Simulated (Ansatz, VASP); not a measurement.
Si2W: VASP beside Ansatz

```
Si W
1.0
    -1.69137    1.69137    3.58485
     1.69137   -1.69137    3.58485
     1.69137    1.69137   -3.58485
Si W
2 1
Direct
  0.32398 0.32398 0.00000
  0.67602 0.67602 0.00000
  0.00000 0.00000 0.00000
```

Alike in both runs: task single point; functional PBE; k mesh 18 × 18 × 18; occupations gaussian, width 0.15 eV; no spin polarisation.

|  | VASP | Ansatz |
| --- | --- | --- |
| version | VASP 6.6.1 | Ansatz 0.2.0 |
| potentials or method | VASP PAW PBE potentials, release 64 (Si, W_sv), cutoff 520 eV | scalar-relativistic, plane waves, PAW |
| valence electrons in the cell | 22 | 22 |

```csv
,VASP,Ansatz,Ansatz less VASP
gap on the k mesh at the Fermi level (eV),none,none,-
pressure (GPa),9.9,9.9,+0.01
"traceless stress, the component that is largest in VASP (GPa)",51.05,51.09,+0.035
rms of the force components (eV/Å),1.289,1.288,-0.0003
```

Atom by atom the forces differ by 0.000 eV/Å (rms over components). A gap of «none» marks a metal or a gap that the smearing closes.

Neither program's run includes spin-orbit coupling.
